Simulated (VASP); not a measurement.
MgO: single point with PBE

The system is MgO.

```
Mg O
1.0
     2.60796   -0.06287   -0.06287
    -0.06287    2.60796   -0.06287
    -0.06287   -0.06287    2.60796
Mg O
1 1
Direct
  0.00000 0.00000 0.00000
  0.50000 0.50000 0.50000
```

This cell differs from its parent crystal: epitaxial 111 strain +1.8%.

```
Program                : VASP 6.6.1
Task                   : single point
Functional             : PBE
Potentials or basis    : VASP PAW PBE potentials, release 64 (Mg, O)
Cutoff                 : 520 eV
k mesh                 : 10 × 10 × 10
Occupations            : fermi-dirac, width 0.02 eV
Spin                   : no spin polarisation
Dipole correction      : no
Further INCAR settings : ALGO = Normal; EDIFF = 1e-07; NBANDS = 11
```

```json
{"Pressure": "9.5 GPa", "Band gap on the k mesh": "2.85 eV, indirect (least direct gap 3.72 eV)"}
```

Stress tensor (GPa, compression positive):
```
 9.46 -1.67 -1.67
-1.67  9.46 -1.67
-1.67 -1.67  9.46
```

Levels at points of the mesh, in eV from the valence-band top:
| k point | band 1 | band 2 | band 3 | band 4 | band 5 | band 6 | band 7 | band 8 | band 9 |
| --- | --- | --- | --- | --- | --- | --- | --- | --- | --- |
| (0.00, 0.00, 0.00) | -18.69 | -1.27 | -0.87 | -0.87 | 2.85 | 10.61 | 10.61 | 20.35 | 20.35 |
| (0.50, 0.00, 0.00) | -17.40 | -6.64 | -0.73 | -0.42 | 7.29 | 9.80 | 14.85 | 17.09 | 18.60 |
| (0.50, 0.50, 0.00) | -16.50 | -4.98 | -4.65 | 0.00 | 5.16 | 12.15 | 13.00 | 13.51 | 19.35 |
| (0.50, 0.50, 0.50) | -15.61 | -3.80 | -3.80 | -3.59 | 7.20 | 7.20 | 8.81 | 16.98 | 18.70 |

Run time: 17 s on 1 thread of Intel(R) Xeon(R) Platinum 8488C (Sapphire Rapids), on a shared host, peak memory 0.14 GiB.

Caveat: the cell differs from its parent crystal (epitaxial 111 strain +1.8%). A k mesh can miss the band edges.
